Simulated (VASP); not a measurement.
Wanted: the native input for a VASP 6.6.1 run.

- Task: single point
- Functional: PBEsol
- Potentials or basis: VASP PAW PBE potentials, release 64 (Be, As, P)
- Cutoff: 520 eV
- k mesh: 8 × 4 × 4
- Occupations: fermi-dirac, width 0.05 eV
- Spin: no spin polarisation
- Dipole correction: no
- Further INCAR settings: ALGO = Normal; EDIFF = 1e-06; NBANDS = 21

The structure of Be2As3P lies in POSCAR:

```
Be2As3P
1.0
    2.6006777942      0.0364700925     -0.4544444871
    0.0867307625      5.1825788021      0.9141376986
   -1.2837671750      1.2652296054      8.0950893371
Be As P
2 3 1
Direct
   -0.2508489942      0.6237740113     -0.0070183802
    0.2674885961     -0.1352574462      0.5112140052
    0.5069727113      0.0046212331      0.7506857915
    0.5113140847     -0.0072468517      0.2550754403
    0.5068171338      0.4853563177      0.7505776492
    0.4854648598      0.5056302712      0.2292861015
```

One way to write it, as run:

INCAR

```
  ALGO = Normal
  EDIFF = 1E-6
  ENCUT = 520
  GGA = PS
  ISIF = 2
  ISMEAR = -1
  LASPH = T
  LCHARG = F
  LREAL = F
  LWAVE = F
  NBANDS = 21
  NELM = 100
  PREC = Accurate
  SIGMA = 0.05
```

KPOINTS

```
k-points
0
Gamma
  8 4 4
```

Potentials or basis: VASP PAW PBE potentials, release 64 (Be, As, P).

Run with:

```console
$ cat potpaw_PBE.64/Be/POTCAR potpaw_PBE.64/As/POTCAR potpaw_PBE.64/P/POTCAR > POTCAR
$ mpirun -np 1 vasp_std > vasp.out
```

Results of the run:

The pressure is 0.4 GPa and the largest force is 0.035 eV/Å. The band gap on the k mesh is zero (bands 12 and 13 overlap by 4.98 eV).

Caveat: the PAW data sets were made with another functional, which shifts forces and pressure a little.

Run time: 98 s on 1 thread of Intel(R) Xeon(R) Platinum 8488C (Sapphire Rapids), with other jobs on the host, peak memory 0.29 GiB.
